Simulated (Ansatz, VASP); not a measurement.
## Ba2NF in VASP and in Ansatz

The input INCAR:

```
  PREC = Accurate
  ENCUT = 520
  EDIFF = 1E-6
  ISMEAR = 0
  SIGMA = 0.05
  LREAL = F
  LASPH = T
  NELM = 60
  ALGO = Normal
  ISIF = 2
  LWAVE = F
  LCHARG = T
  GGA = CA
  LELF = T
  LVHAR = T
  NBANDS = 24
```

File KPOINTS:

```
regular mesh
0
Gamma
  9 9 9
```

File POSCAR:

```
Ba2NF
1.0
    1.8499566304      1.0680729585      6.1410948888
   -1.8499566304      1.0680729585      6.1410948888
    0.0000000000     -2.1361459170      6.1410948888
Ba N F
2 1 1
Direct
    0.7576400200      0.7576400200      0.7576400200
    0.2423599800      0.2423599800      0.2423599800
    0.5000000000      0.5000000000      0.5000000000
    0.0000000000      0.0000000000      0.0000000000
```

Input for Ansatz:

```yaml
crystal:
  lattice:
    - [1.8499566304, 1.0680729585, 6.1410948888]
    - [-1.8499566304, 1.0680729585, 6.1410948888]
    - [0.0, -2.136145917, 6.1410948888]
  atoms:
    - { symbol: Ba, position: [0.75764002, 0.75764002, 0.75764002] }
    - { symbol: Ba, position: [0.24235998, 0.24235998, 0.24235998] }
    - { symbol: "N", position: [0.5, 0.5, 0.5] }
    - { symbol: F, position: [0.0, 0.0, 0.0] }
basis:
  ecutwfc: 420
kpoints:
  mp_grid: { grid: [9, 9, 9] }
hamiltonian:
  xc: lda
scf:
  occupations: { method: gaussian, width: 0.05 }
output:
  forces: true
  stress: true
  eigenvalues: true
```

Change from the starting cell: strain -0.080 along x and y, -0.080 along z, atoms carried along.

Alike in both runs: task single point; functional LDA; k mesh 9 × 9 × 9; occupations gaussian, width 0.05 eV; no spin polarisation.

```csv
,VASP,Ansatz
version,VASP 6.6.1,Ansatz 0.2.0
potentials or method,"VASP PAW LDA potentials, release 64 (Ba_sv, N, F), cutoff 520 eV","scalar-relativistic, plane waves, PAW"
valence electrons in the cell,32,32
```

|  | VASP | Ansatz | Ansatz less VASP |
| --- | --- | --- | --- |
| gap on the k mesh at the Fermi level (eV) | 0.23 | 0.27 | +0.038 |
| least direct gap on the mesh (eV) | 0.30 | 0.33 | +0.032 |
| pressure (GPa) | 20.0 | 16.5 | -3.53 |
| traceless stress, the component that is largest in VASP (GPa) | 0.91 | 0.79 | -0.117 |
| rms of the force components (eV/Å) | 0.622 | 0.484 | -0.1381 |

LDA's correlation is that of Perdew and Zunger in VASP and of Perdew and Wang (1992) in Ansatz. Atom by atom the forces differ by 0.138 eV/Å (rms over components).

Neither program's run includes spin-orbit coupling.
